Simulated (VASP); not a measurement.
# CaO (Fm-3m) in VASP: notebook

Runs on CaO. Level: r2SCAN. Tasks: single point.

Everything below comes from runs of VASP 6.6.1. Logs are shortened: lines on timing, memory, paths and dates and some standing lists are left out, and cuts for length are marked.

## 1. The cell of the first run

The structure is cubic, space group Fm-3m (No. 225). Conventional cell: a = 4.697 Å, b = 4.697 Å, c = 4.697 Å, α = 90.00°, β = 90.00°, γ = 90.00°. Within 3.1 Å of Ca (site symmetry m-3m) lie 6 O at 2.35 Å. O (site symmetry m-3m) has 6 Ca at 2.35 Å within 3.1 Å.

## 2. Single point, r2SCAN (volume changed by -6%)

POSCAR reads:

```
CaO
1.0
    0.0000000000      2.3486067984      2.3486067984
    2.3486067984      0.0000000000      2.3486067984
    2.3486067984      2.3486067984      0.0000000000
Ca O
1 1
Direct
    0.0000000000      0.0000000000      0.0000000000
    0.5000000000      0.5000000000      0.5000000000
```

INCAR.step1 reads:

```
PREC     = Accurate       # precision mode
ENCUT    = 520            # plane-wave cutoff, eV
ISMEAR   = 0              # smearing method
SIGMA    = 0.01           # smearing width, eV
LREAL    = False          # projectors in reciprocal space
LASPH    = True           # aspherical terms in the spheres
NELM     = 60             # most SCF steps
NBANDS   = 15             # bands
GGA      = PE             # functional
ALGO     = Normal         # electronic algorithm
EDIFF    = 1E-4           # SCF threshold, eV
LWAVE    = True           # write WAVECAR
LCHARG   = False          # write CHGCAR
```

INCAR.step2 reads:

```
PREC     = Accurate       # precision mode
ENCUT    = 520            # plane-wave cutoff, eV
EDIFF    = 1E-6           # SCF threshold, eV
ISMEAR   = 0              # smearing method
SIGMA    = 0.01           # smearing width, eV
LREAL    = False          # projectors in reciprocal space
LASPH    = True           # aspherical terms in the spheres
NELM     = 60             # most SCF steps
ALGO     = Normal         # electronic algorithm
ISIF     = 2              # what is computed and relaxed
LWAVE    = False          # write WAVECAR
LCHARG   = False          # write CHGCAR
METAGGA  = R2SCAN         # meta-GGA
LMIXTAU  = True         
NBANDS   = 15             # bands
ISTART   = 1
```

KPOINTS reads:

```
Automatic mesh
0
Gamma
  8 8 8
```

Potentials or basis: VASP PAW PBE potentials, release 64 (Ca_sv, O).

Run with:

```
> cat potpaw_PBE.64/Ca_sv/POTCAR potpaw_PBE.64/O/POTCAR > POTCAR
> cp INCAR.step1 INCAR
> mpirun -np 1 vasp_std > vasp.out
> cp INCAR.step2 INCAR
> mpirun -np 1 vasp_std > vasp.out
```

OUTCAR:

```text
PREC = Accurate
   ENCUT = 520
   EDIFF = 1E-6
   ISMEAR = 0
   LREAL = False
   LASPH = True
   NELM = 60
   ISIF = 2
   METAGGA = R2SCAN
   ISTART = 1

 ion  position               nearest neighbor table
   1  0.000  0.000  0.000-   2 2.35   2 2.35   2 2.35   2 2.35   2 2.35   2 2.35
   2  0.500  0.500  0.500-   1 2.35   1 2.35   1 2.35   1 2.35   1 2.35   1 2.35

  LATTYP: Found a face centered cubic cell.
 ALAT       =     4.6972135968

  Lattice vectors:

 A1 = (   0.0000000000,   2.3486067984,   2.3486067984)
 A2 = (   2.3486067984,   0.0000000000,   2.3486067984)
 A3 = (   2.3486067984,   2.3486067984,   0.0000000000)

Analysis of symmetry for initial positions (statically):
=====================================================================
 Subroutine PRICEL returns:
 Original cell was already a primitive cell.

 Routine SETGRP: Setting up the symmetry group for a
 face centered cubic supercell.

 Subroutine GETGRP returns: Found 48 space group operations
 (whereof 48 operations were pure point group operations)
 out of a pool of 48 trial point group operations.

The static configuration has the point symmetry O_h .

Analysis of symmetry for dynamics (positions and initial velocities):
=====================================================================
 Subroutine PRICEL returns:
 Original cell was already a primitive cell.

 Routine SETGRP: Setting up the symmetry group for a
 face centered cubic supercell.

 Subroutine GETGRP returns: Found 48 space group operations
 (whereof 48 operations were pure point group operations)
 out of a pool of 48 trial point group operations.

The dynamic configuration has the point symmetry O_h .

 Subroutine INISYM returns: Found 48 space group operations
 (whereof 48 operations are pure point group operations),
 and found     1 'primitive' translations

----------------------------------------------------------------------------------------

                                     Primitive cell

  volume of cell :      25.9096

  direct lattice vectors                    reciprocal lattice vectors
     0.000000000  2.348606798  2.348606798    -0.212892171  0.212892171  0.212892171
     2.348606798  0.000000000  2.348606798     0.212892171 -0.212892171  0.212892171
     2.348606798  2.348606798  0.000000000     0.212892171  0.212892171 -0.212892171

  length of vectors
     3.321431587  3.321431587  3.321431587     0.368740057  0.368740057  0.368740057

  position of ions in fractional coordinates (direct lattice)
     0.000000000  0.000000000  0.000000000
     0.500000000  0.500000000  0.500000000

[... 83 lines left out ...]
   ISYM   =      2    0-nonsym 1-usesym 2-fastsym
   POTIM  = 0.5000    time-step for ionic-motion
   TEBEG  =    0.0;   TEEND  =   0.0 temperature during run
   PSTRESS=    0.0 pullay stress
   NELECT =      16.0000    total number of electrons
   NUPDOWN=      -1.0000    fix difference up-down
   EMIN   =  10.00;   EMAX   =-10.00  energy-range for DOS
   EFERMI =   0.00;   METHOD = LEGACY
   ISMEAR =     0;   SIGMA  =   0.01  broadening in eV -4-tet -1-fermi 0-gaus
   EFERMI_NEDOS =   21; number of points for ismear=-14 and -15
   IALGO  =     38    algorithm
   IMIX   =      4    mixing-type and parameters
     AMIX     =   0.40;   BMIX     =  1.00
     AMIX_MAG =   1.60;   BMIX_MAG =  1.00
  volume/ion in A,a.u.               =      12.95        87.42
  Fermi-wavevector in a.u.,A,eV,Ry     =   1.394102  2.634471 26.443196  1.943520
  Thomas-Fermi vector in A             =   2.517684
   LORBIT       =      0    0 simple, 1 ext, 2 COOP (PROOUT), +10 PAW based schemes
   METAGGA = R2SCAN    functional components
   LHFCALC =     F    Hartree Fock is set to
   AEXX    =    0.0000 exact exchange contribution
   IVDW    =     0    specifies the selected vdW correction
   LEPSILON=     F    determine dielectric tensor
   LRPA    =     F    only Hartree local field effects (RPA)
 non-spin polarized calculation
 Gauss-broadening in eV      SIGMA  =   0.01
  energy-cutoff  :      520.00
  volume of cell :       25.91
 maximum number of plane-waves:       725
 NGX is ok and might be reduce to    28
   NGX = 13   NGY = 13   NGZ = 13

 number of electron      15.9999999 magnetization

 Free energy of the ion-electron system (eV)
  ---------------------------------------------------
  ext. energy  EPLUGINS =         0.00000000
  ---------------------------------------------------
  free energy    TOTEN  =       -19.39812377 eV

  energy without entropy =      -19.39812377  energy(sigma->0) =      -19.39812377

 E-fermi :   2.5047     XC(G=0): -11.4441

 val. band max:        2.4178080359   @ k =   0.0000   0.0000   0.0000
 cond. band min:       6.5765739404   @ k =   0.5000   0.5000   0.0000
 fundamental gap:      4.1587659045
 Fermi energy:         2.5046709725

 k-point     1 :       0.0000    0.0000    0.0000
  band No.  band energies     occupation
      1     -36.3563      2.00000
      2     -16.1916      2.00000
      3     -16.1916      2.00000
      4     -16.1916      2.00000
      5     -14.1901      2.00000
      6       2.4178      2.00000
      7       2.4178      2.00000
      8       2.4178      2.00000
      9       8.4530      0.00000
     10       9.4368      0.00000
     11       9.4368      0.00000
     12       9.4368      0.00000
     13      11.1561      0.00000
     14      11.1561      0.00000
[... 401 lines left out ...]
      2     -17.4572      2.00000
      3     -16.4880      2.00000
      4     -16.3469      2.00000
      5     -12.9578      2.00000
      6       0.2845      2.00000
      7       1.2328      2.00000
      8       1.2632      2.00000
      9      10.0764      0.00000
     10      10.1690      0.00000
     11      12.2847      0.00000
     12      12.6377      0.00000
     13      13.9659      0.00000
     14      15.8573      0.00000
     15      18.2499      0.00000

 [... further k-points ...]
[... 5 lines left out ...]
  --------------------------------------------------------------------------------------
  -------------------------------------------------------------------------------------
  Total        1.5698513      1.5698513      1.5698513     -0.0000000     -0.0000000      0.0000000
  in kB       97.0751731     97.0751731     97.0751731     -0.0000000     -0.0000000      0.0000000
  external PRESSURE =      97.0751731 kB  Pullay stress =       0.0000000 kB

 VOLUME and BASIS-vectors are now :
 -----------------------------------------------------------------------------
  energy-cutoff  :      520.00
  volume of cell :       25.91
      direct lattice vectors                 reciprocal lattice vectors
     0.000000000  2.348606798  2.348606798    -0.212892171  0.212892171  0.212892171
     2.348606798  0.000000000  2.348606798     0.212892171 -0.212892171  0.212892171
     2.348606798  2.348606798  0.000000000     0.212892171  0.212892171 -0.212892171

 POSITION                                       TOTAL-FORCE (eV/Angst)
 -----------------------------------------------------------------------------------
      0.00000      0.00000      0.00000         0.000000      0.000000      0.000000
      2.34861      2.34861      2.34861        -0.000000     -0.000000     -0.000000
 -----------------------------------------------------------------------------------
    total drift:                                0.000000      0.000000      0.000000

  FREE ENERGIE OF THE ION-ELECTRON SYSTEM (eV)
  ---------------------------------------------------
  free  energy   TOTEN  =       -19.3981237727 eV

  energy  without entropy=      -19.3981237727  energy(sigma->0) =      -19.39812377
```

OUTCAR.step1:

```text
PREC = Accurate
   ENCUT = 520
   ISMEAR = 0
   LREAL = False
   LASPH = True
[... 654 lines left out ...]
      0.00000      0.00000      0.00000         0.000000      0.000000     -0.000000
      2.34861      2.34861      2.34861        -0.000000     -0.000000      0.000000
 -----------------------------------------------------------------------------------
    total drift:                                0.000000      0.000000      0.000000

  FREE ENERGIE OF THE ION-ELECTRON SYSTEM (eV)
  ---------------------------------------------------
  free  energy   TOTEN  =       -12.7230732623 eV

  energy  without entropy=      -12.7230732623  energy(sigma->0) =      -12.72307326
```

Wall time 50 s (1 thread of Intel Xeon Platinum 8375C at 2.90GHz (Ice Lake), shared host); peak memory 0.17 GiB.

Results:

```yaml
Free_energy: -19.3981 eV
Pressure: 9.7 GPa
Band_gap_on_the_k_mesh: 4.16 eV, indirect (least direct gap 4.51 eV)
```

Caveat: the cell differs from its parent crystal (volume changed by -6%); the PAW data sets were made with another functional, which shifts forces and pressure a little.

## 3. Single point, r2SCAN (volume changed by -3%)

POSCAR reads:

```
CaO
1.0
    0.0000000000      2.3733307921      2.3733307921
    2.3733307921      0.0000000000      2.3733307921
    2.3733307921      2.3733307921      0.0000000000
Ca O
1 1
Direct
    0.0000000000      0.0000000000      0.0000000000
    0.5000000000      0.5000000000      0.5000000000
```

INCAR.step1 reads:

```
ALGO = Normal
EDIFF = 1E-4
ENCUT = 520
GGA = PE
ISMEAR = 0
LASPH = True
LCHARG = False
LREAL = False
LWAVE = True
NBANDS = 15
NELM = 100
PREC = Accurate
SIGMA = 0.01
```

INCAR.step2 reads:

```
ALGO = Normal
EDIFF = 1E-6
ENCUT = 520
ISIF = 2
ISMEAR = 0
ISTART = 1
LASPH = True
LCHARG = True
LELF = True
LMIXTAU = True
LREAL = False
LVHAR = True
LWAVE = False
METAGGA = R2SCAN
NBANDS = 15
NELM = 100
PREC = Accurate
SIGMA = 0.01
```

KPOINTS reads:

```
k-points
0
Gamma
  8 8 8
```

Potentials or basis: VASP PAW PBE potentials, release 64 (Ca_sv, O).

Run with:

```
> cat potpaw_PBE.64/Ca_sv/POTCAR potpaw_PBE.64/O/POTCAR > POTCAR
> cp INCAR.step1 INCAR
> mpirun -np 1 vasp_std > vasp.out
> cp INCAR.step2 INCAR
> mpirun -np 1 vasp_std > vasp.out
```

It took 47 s on 1 thread of Intel Xeon Platinum 8375C at 2.90GHz (Ice Lake), shared host; peak memory 0.17 GiB.

Results (log left out):

| Item | Value |
| --- | --- |
| Free energy | -19.4367 eV |
| Pressure | 5.0 GPa |
| Band gap on the k mesh | 4.18 eV, indirect (least direct gap 4.54 eV) |

Levels at points of the mesh, in eV from the valence-band top:
```
           k point  band 6  band 7  band 8  band 9  band 10  band 11
(0.00, 0.00, 0.00)    0.00    0.00    0.00    5.75     6.95     6.95
(0.50, 0.00, 0.00)   -2.70   -1.28   -1.28    7.88     9.26     9.26
(0.50, 0.50, 0.00)   -1.27   -0.36   -0.36    4.18     9.05     9.85
```

Caveat: the cell differs from its parent crystal (volume changed by -3%); the PAW data sets were made with another functional, which shifts forces and pressure a little. A k mesh can miss the band edges.

## 4. Single point, r2SCAN

This run uses another cell than the first one, of 13.78 Å³/atom, 1.064 times its volume.

POSCAR reads:

```
CaO
1.0
    0.0000000000      2.3975501260      2.3975501260
    2.3975501260      0.0000000000      2.3975501260
    2.3975501260      2.3975501260      0.0000000000
Ca O
1 1
Direct
    0.0000000000      0.0000000000      0.0000000000
    0.5000000000      0.5000000000      0.5000000000
```

INCAR.step1 reads:

```
PREC = Accurate ; ENCUT = 520
ISMEAR = 0 ; SIGMA = 0.01
LREAL = False ; LASPH = True
NELM = 60 ; NBANDS = 15
GGA = PE ; ALGO = Normal
EDIFF = 1E-4 ; LWAVE = True
LCHARG = False
```

INCAR.step2 reads:

```
PREC = Accurate ; ENCUT = 520
EDIFF = 1E-6 ; ISMEAR = 0
SIGMA = 0.01 ; LREAL = False
LASPH = True ; NELM = 60
ALGO = Normal ; ISIF = 2
LWAVE = False ; LCHARG = True
METAGGA = R2SCAN ; LMIXTAU = True
LELF = True ; LVHAR = True
NBANDS = 15 ; ISTART = 1
```

KPOINTS reads:

```
Automatic mesh
0
Gamma
  8 8 8
```

Run with:

```
> cat potpaw_PBE.64/Ca_sv/POTCAR potpaw_PBE.64/O/POTCAR > POTCAR
> cp INCAR.step1 INCAR
> mpirun -np 1 vasp_std > vasp.out
> cp INCAR.step2 INCAR
> mpirun -np 1 vasp_std > vasp.out
```

Run time: 63 s. Hardware: 1 thread of Intel Xeon Platinum 8375C at 2.90GHz (Ice Lake), shared host; peak memory 0.17 GiB.

It converged, with:

```
Free energy            : -19.4530 eV
Pressure               : 1.0 GPa
Band gap on the k mesh : 4.19 eV, indirect (least direct gap 4.56 eV)
```

Levels at points of the mesh, in eV from the valence-band top:
```tsv
k point	band 4	band 5	band 6	band 7	band 8	band 9	band 10	band 11	band 12	band 13
(0.00, 0.00, 0.00)	-18.91	-16.49	0.00	0.00	0.00	5.49	6.87	6.87	6.87	8.48
(0.50, 0.00, 0.00)	-18.96	-15.18	-2.62	-1.21	-1.21	7.73	9.09	9.09	9.27	11.25
(0.50, 0.50, 0.00)	-19.14	-16.27	-1.29	-0.37	-0.37	4.19	8.82	9.67	10.28	10.28
```

Caveat: the PAW data sets were made with another functional, which shifts forces and pressure a little. A k mesh can miss the band edges.

## 5. Single point, r2SCAN (volume changed by +3%)

POSCAR reads:

```
CaO
1.0
    0.0000000000      2.4212897900      2.4212897900
    2.4212897900      0.0000000000      2.4212897900
    2.4212897900      2.4212897900      0.0000000000
Ca O
1 1
Direct
    0.0000000000      0.0000000000      0.0000000000
    0.5000000000      0.5000000000      0.5000000000
```

INCAR.step1 reads:

```
SYSTEM = CaO
ALGO = Normal
EDIFF = 1E-4
ENCUT = 520
GGA = PE
ISMEAR = 0
LASPH = .TRUE.
LCHARG = .FALSE.
LREAL = .FALSE.
LWAVE = .TRUE.
NBANDS = 15
NELM = 60
PREC = Accurate
SIGMA = 0.01
```

INCAR.step2 reads:

```
SYSTEM = CaO
ALGO = Normal
EDIFF = 1E-7
ENCUT = 520
ISIF = 2
ISMEAR = 0
ISTART = 1
LASPH = .TRUE.
LCHARG = .TRUE.
LELF = .TRUE.
LMIXTAU = .TRUE.
LREAL = .FALSE.
LVHAR = .TRUE.
LWAVE = .FALSE.
METAGGA = R2SCAN
NBANDS = 15
NELM = 60
PREC = Accurate
SIGMA = 0.01
```

KPOINTS reads:

```
k-points
0
G
  8 8 8
  0 0 0
```

Run with:

```
> cat potpaw_PBE.64/Ca_sv/POTCAR potpaw_PBE.64/O/POTCAR > POTCAR
> cp INCAR.step1 INCAR
> mpirun -np 1 vasp_std > vasp.out
> cp INCAR.step2 INCAR
> mpirun -np 1 vasp_std > vasp.out
```

Wall time 76 s (1 thread of Intel Xeon Platinum 8375C at 2.90GHz (Ice Lake), shared host); peak memory 0.17 GiB.

Results (log left out):

- Free energy: -19.4505 eV
- Pressure: -2.3 GPa
- Band gap on the k mesh: 4.19 eV, indirect (least direct gap 4.57 eV)

Levels at points of the mesh, in eV from the valence-band top:
```
           k point  band 5  band 6  band 7  band 8  band 9  band 10  band 11  band 12
(0.00, 0.00, 0.00)  -16.43    0.00    0.00    0.00    5.24     6.80     6.80     6.80
(0.50, 0.00, 0.00)  -15.25   -2.55   -1.15   -1.15    7.59     8.92     8.92     9.03
(0.50, 0.50, 0.00)  -16.21   -1.30   -0.38   -0.38    4.19     8.59     9.50    10.08
```

Caveat: the cell differs from its parent crystal (volume changed by +3%); the PAW data sets were made with another functional, which shifts forces and pressure a little. A k mesh can miss the band edges.

## 6. The runs side by side

```tsv
cell	gap on the mesh (eV)	pressure (GPa)
a = 3.321 Å, angles 60.0°, 2 atoms	4.16	9.7
a = 3.356 Å, angles 60.0°, 2 atoms	4.18	5.0
a = 3.391 Å, angles 60.0°, 2 atoms	4.19	1.0
a = 3.424 Å, angles 60.0°, 2 atoms	4.19	-2.3
```

Alike in all rows: task single point; level r2SCAN; potentials or basis VASP PAW PBE potentials, release 64 (Ca_sv, O); no spin polarisation; k mesh 8 × 8 × 8; cutoff (eV) 520; smearing gaussian 0.01 eV.

Caveats: the PAW data sets were made with another functional, which shifts forces and pressure a little.

Total energies depend on the potentials used, so only differences within one code and one set of settings carry meaning.
